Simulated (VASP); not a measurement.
# Os (P6_3/mmc) in VASP: further runs, part 2 of 2

VASP 6.6.1. Earlier steps stand in the parts before.

**4. Single point, PBEsol, non-collinear spin, zero start, spin-orbit coupling**

This run uses another cell than the first one, of 13.14 Å³/atom.

Contents of INCAR:

```
SYSTEM = Os
  PREC = Accurate
  ENCUT = 520
  EDIFF = 1E-6
  ISMEAR = -1
  SIGMA = 0.05
  LREAL = .False.
  LASPH = .True.
  NELM = 150
  ALGO = Fast
  ISIF = 2
  LWAVE = .False.
  LCHARG = .False.
  MAGMOM = 0 0 0 0 0 0
  LORBIT = 11
  LSORBIT = .True.
  GGA_COMPAT = .False.
  LORBMOM = .True.
  LMAXMIX = 4
  GGA = PS
  NBANDS = 28
```

Contents of KPOINTS:

```
regular mesh
0
Gamma
  11 11 6
  0 0 0
```

Contents of POSCAR:

```
Os
1.0
    2.6782863798      0.0000000000      0.0000000000
   -1.3391431899      2.3194640436      0.0000000000
    0.0000000000      0.0000000000      4.2315181138
Os
2
Direct
    0.6666666667      0.3333333333      0.7500000000
    0.3333333333      0.6666666667      0.2500000000
```

Potentials or basis: VASP PAW PBE potentials, release 64 (Os).

The run is started by

```sh
$ cat potpaw_PBE.64/Os/POTCAR > POTCAR
$ mpirun -np 1 vasp_ncl > vasp.out
```

OUTCAR:

```text
SYSTEM = Os
   PREC = Accurate
   ENCUT = 520
   EDIFF = 1E-6
   ISMEAR = -1
   LREAL = .False.
   LASPH = .True.
   NELM = 150
   ISIF = 2
   LORBIT = 11
   LSORBIT = .True.
   GGA = PS

 ion  position               nearest neighbor table
   1  0.667  0.333  0.750-   2 2.62   2 2.62   2 2.62   2 2.62   2 2.62   2 2.62
   2  0.333  0.667  0.250-   1 2.62   1 2.62   1 2.62   1 2.62   1 2.62   1 2.62

  LATTYP: Found a hexagonal cell.
 ALAT       =     2.6782863798
 C/A-ratio  =     1.5799348963

  Lattice vectors:

 A1 = (   2.6782863798,   0.0000000000,   0.0000000000)
 A2 = (  -1.3391431899,   2.3194640436,   0.0000000000)
 A3 = (   0.0000000000,   0.0000000000,   4.2315181138)

Analysis of symmetry for initial positions (statically):
=====================================================================
 Subroutine PRICEL returns:
 Original cell was already a primitive cell.

 Routine SETGRP: Setting up the symmetry group for a
 hexagonal supercell.

 Subroutine GETGRP returns: Found 24 space group operations
 (whereof 12 operations were pure point group operations)
 out of a pool of 24 trial point group operations.

The static configuration has the point symmetry D_3d.
 The point group associated with its full space group is D_6h.

Analysis of symmetry for dynamics (positions and initial velocities):
=====================================================================
 Subroutine PRICEL returns:
 Original cell was already a primitive cell.

 Routine SETGRP: Setting up the symmetry group for a
 hexagonal supercell.

 Subroutine GETGRP returns: Found 24 space group operations
 (whereof 12 operations were pure point group operations)
 out of a pool of 24 trial point group operations.

The dynamic configuration has the point symmetry D_3d.
 The point group associated with its full space group is D_6h.

Analysis of structural, dynamic, and magnetic symmetry:
=====================================================================
 Subroutine PRICEL returns:
 Original cell was already a primitive cell.

 Routine SETGRP: Setting up the symmetry group for a
 hexagonal supercell.

 Subroutine GETGRP returns: Found 24 space group operations
 (whereof 12 operations were pure point group operations)
 out of a pool of 24 trial point group operations.

The overall configuration has the point symmetry D_3d.
 The point group associated with its full space group is D_6h.

 Subroutine INISYM returns: Found 24 space group operations
 (whereof 12 operations are pure point group operations),
 and found     1 'primitive' translations

----------------------------------------------------------------------------------------

                                     Primitive cell

  volume of cell :      26.2870

  direct lattice vectors                    reciprocal lattice vectors
     2.678286380  0.000000000  0.000000000     0.373373067  0.215567041  0.000000000
    -1.339143190  2.319464044  0.000000000     0.000000000  0.431134081  0.000000000
[... 893 lines left out ...]

  FORCE on cell =-STRESS in cart. coord.  units (eV):
  Direction    XX          YY          ZZ          XY          YZ          ZX
  --------------------------------------------------------------------------------------
  -------------------------------------------------------------------------------------
  Total        4.6485938      4.6485938      4.9117045      0.0000000      0.0000000      0.0000000
  in kB      283.3291903    283.3291903    299.3656411      0.0000000      0.0000000      0.0000000
  external PRESSURE =     288.6746739 kB  Pullay stress =       0.0000000 kB

 VOLUME and BASIS-vectors are now :
 -----------------------------------------------------------------------------
  energy-cutoff  :      520.00
  volume of cell :       26.29
      direct lattice vectors                 reciprocal lattice vectors
     2.678286380  0.000000000  0.000000000     0.373373067  0.215567041  0.000000000
    -1.339143190  2.319464044  0.000000000     0.000000000  0.431134081  0.000000000
     0.000000000  0.000000000  4.231518114     0.000000000  0.000000000  0.236321805

 POSITION                                       TOTAL-FORCE (eV/Angst)
 -----------------------------------------------------------------------------------
      1.33914      0.77315      3.17364         0.000000     -0.000000      0.000000
     -0.00000      1.54631      1.05788        -0.000000      0.000000      0.000000
 -----------------------------------------------------------------------------------
    total drift:                                0.000000     -0.000000      0.000000

  FREE ENERGIE OF THE ION-ELECTRON SYSTEM (eV)
  ---------------------------------------------------
  free  energy   TOTEN  =       -24.9996688343 eV

  energy  without entropy=      -24.9874562381  energy(sigma->0) =      -24.99356254

 orbital moment (x)

 # of ion     p       d       tot
 ----------------------------------------
  1         0.000   0.000   0.000
  2         0.000  -0.000  -0.000
 ----------------------------------------
            0.000  -0.000  -0.000

 orbital moment (y)

 # of ion     p       d       tot
 ----------------------------------------
  1        -0.000  -0.000  -0.000
  2        -0.000  -0.000  -0.000
 ----------------------------------------
           -0.000  -0.000  -0.000

 orbital moment (z)

 # of ion     p       d       tot
 ----------------------------------------
  1         0.000   0.000   0.000
  2         0.000   0.000   0.000
 ----------------------------------------
            0.000   0.000   0.000

 Spin-Orbit-Coupling matrix elements

 Ion:    1  E_soc:     -0.6624369
 l=   1
     0.0000000    -0.0478269    -0.0467101
    -0.0478269     0.0000000    -0.0478269
    -0.0467101    -0.0478269     0.0000000
 l=   2
     0.0000000    -0.0128819     0.0000000    -0.0128819    -0.0504581
    -0.0128819     0.0000000    -0.0364940    -0.0138809    -0.0128819
     0.0000000    -0.0364940     0.0000000    -0.0364940     0.0000000
    -0.0128819    -0.0138809    -0.0364940     0.0000000    -0.0128819
    -0.0504581    -0.0128819     0.0000000    -0.0128819     0.0000000
 l=   3
     0.0000000     0.0000000     0.0000000     0.0000000     0.0000000     0.0000000     0.0000000
     0.0000000     0.0000000     0.0000000     0.0000000     0.0000000     0.0000000     0.0000000
     0.0000000     0.0000000     0.0000000     0.0000000     0.0000000     0.0000000     0.0000000
     0.0000000     0.0000000     0.0000000     0.0000000     0.0000000     0.0000000     0.0000000
     0.0000000     0.0000000     0.0000000     0.0000000     0.0000000     0.0000000     0.0000000
     0.0000000     0.0000000     0.0000000     0.0000000     0.0000000     0.0000000     0.0000000
     0.0000000     0.0000000     0.0000000     0.0000000     0.0000000     0.0000000     0.0000000

 Ion:    2  E_soc:     -0.6624369
 l=   1
     0.0000000    -0.0478269    -0.0467101
    -0.0478269     0.0000000    -0.0478269
    -0.0467101    -0.0478269     0.0000000
 l=   2
     0.0000000    -0.0128819     0.0000000    -0.0128819    -0.0504581
    -0.0128819     0.0000000    -0.0364940    -0.0138809    -0.0128819
     0.0000000    -0.0364940     0.0000000    -0.0364940     0.0000000
    -0.0128819    -0.0138809    -0.0364940     0.0000000    -0.0128819
    -0.0504581    -0.0128819     0.0000000    -0.0128819     0.0000000
 l=   3
     0.0000000     0.0000000     0.0000000     0.0000000     0.0000000     0.0000000     0.0000000
     0.0000000     0.0000000     0.0000000     0.0000000     0.0000000     0.0000000     0.0000000
     0.0000000     0.0000000     0.0000000     0.0000000     0.0000000     0.0000000     0.0000000
     0.0000000     0.0000000     0.0000000     0.0000000     0.0000000     0.0000000     0.0000000
     0.0000000     0.0000000     0.0000000     0.0000000     0.0000000     0.0000000     0.0000000
     0.0000000     0.0000000     0.0000000     0.0000000     0.0000000     0.0000000     0.0000000
     0.0000000     0.0000000     0.0000000     0.0000000     0.0000000     0.0000000     0.0000000

 total charge

# of ion       s       p       d       tot
------------------------------------------
    1        0.699   0.888   6.133   7.720
    2        0.699   0.888   6.133   7.720
--------------------------------------------------
tot          1.398   1.777  12.265  15.440

 magnetization (x)

# of ion       s       p       d       tot
------------------------------------------
    1        0.000  -0.000  -0.000  -0.000
    2        0.000   0.000  -0.000  -0.000
--------------------------------------------------
tot          0.000   0.000  -0.000  -0.000

 magnetization (y)

# of ion       s       p       d       tot
------------------------------------------
    1        0.000   0.000   0.000   0.000
    2        0.000   0.000   0.000   0.000
--------------------------------------------------
tot          0.000   0.000   0.000   0.000

 magnetization (z)

# of ion       s       p       d       tot
------------------------------------------
    1        0.000   0.000   0.000   0.000
    2        0.000   0.000   0.000   0.000
--------------------------------------------------
tot          0.000   0.000   0.000   0.000
```

OSZICAR:

```text
N       E                     dE             d eps       ncg     rms          rms(c)
DAV:   1     0.126905332720E+03    0.12691E+03   -0.72778E+03  3584   0.112E+03
DAV:   2    -0.192220059931E+02   -0.14613E+03   -0.13129E+03  3592   0.394E+02
DAV:   3    -0.263219798873E+02   -0.71000E+01   -0.67554E+01  4316   0.758E+01
[... 12 lines left out ...]
RMM:  16    -0.250003494596E+02    0.74940E-03   -0.35332E-04  3892   0.166E-01    0.926E-01
RMM:  17    -0.249997780885E+02    0.57137E-03   -0.89369E-04  4405   0.207E-01    0.464E-01
RMM:  18    -0.249996727313E+02    0.10536E-03   -0.24069E-04  3901   0.119E-01    0.123E-01
RMM:  19    -0.249996686842E+02    0.40471E-05   -0.51524E-05  3958   0.461E-02    0.449E-02
RMM:  20    -0.249996688343E+02   -0.15018E-06   -0.14556E-06  3138   0.952E-03
   1 F= -.24999669E+02 E0= -.24993563E+02  d E =-.122126E-01  mag=    -0.0000     0.0000    -0.0000
```

stdout:

```text
POSCAR found type information on POSCAR Os
 POSCAR found :  1 types and       2 ions
 scaLAPACK will be used
 -----------------------------------------------------------------------------
|                                                                             |
|                                                                             |
|     You enforced a specific xc type in the INCAR file but a different       |
|     I HOPE YOU KNOW WHAT YOU ARE DOING!                                     |
|                                                                             |
 -----------------------------------------------------------------------------

 LDA part: xc-table for (Slater+PW92), standard interpolation
 POSCAR, INCAR and KPOINTS ok, starting setup
 FFT: planning ... GRIDC
 FFT: planning ... GRID_SOFT
 FFT: planning ... GRID
 WAVECAR not read
 entering main loop
```

It took 4.4 min on 1 thread of Intel Xeon 8259CL, shared host; peak memory 0.23 GiB.

What came out:

```yaml
Free_energy: -24.9997 eV
Pressure: 28.9 GPa
Net_moment: 0.00 μB per cell
Valence_electrons_inside_the_program's_atomic_spheres: Os 7.72
```

Moments on the atoms (μB; x, y, z):
```
Os  0.00 0.00 0.00
Os  0.00 0.00 0.00
```

Caveat: the cell stands under pressure; the PAW data sets were made with another functional, which shifts forces and pressure a little.

**5. The runs side by side**

| task | level | spin | cell | cutoff (eV) | gap on the mesh (eV) | pressure (GPa) |
| --- | --- | --- | --- | --- | --- | --- |
| single point | PBEsol | off | a = 2.788, b = 2.788, c = 4.404 Å, angles 90.0, 90.0, 120.0°, 2 atoms | 520 | none | -24.0 |
| relaxation of cell and atoms | PBE | off | relaxed from a = 2.734, b = 2.734, c = 4.320 Å, angles 90.0, 90.0, 120.0°, 2 atoms | 600 | none | 0.0 |
| single point | PBEsol | non-collinear, zero start, SOC | a = 2.678, b = 2.678, c = 4.232 Å, angles 90.0, 90.0, 120.0°, 2 atoms | 520 | - | 28.9 |

Alike in all rows: potentials or basis VASP PAW PBE potentials, release 64 (Os); k mesh 11 × 11 × 6; smearing fermi-dirac 0.05 eV.

Caveats: the PAW data sets were made with another functional, which shifts forces and pressure a little (at least some runs); spin-orbit coupling is left out, which moves the levels of the heavy elements (at least some runs); the cell stands under tension (at least some runs); the cell stands under pressure (at least some runs).

Total energies depend on the potentials used, so only differences within one code and one set of settings carry meaning.
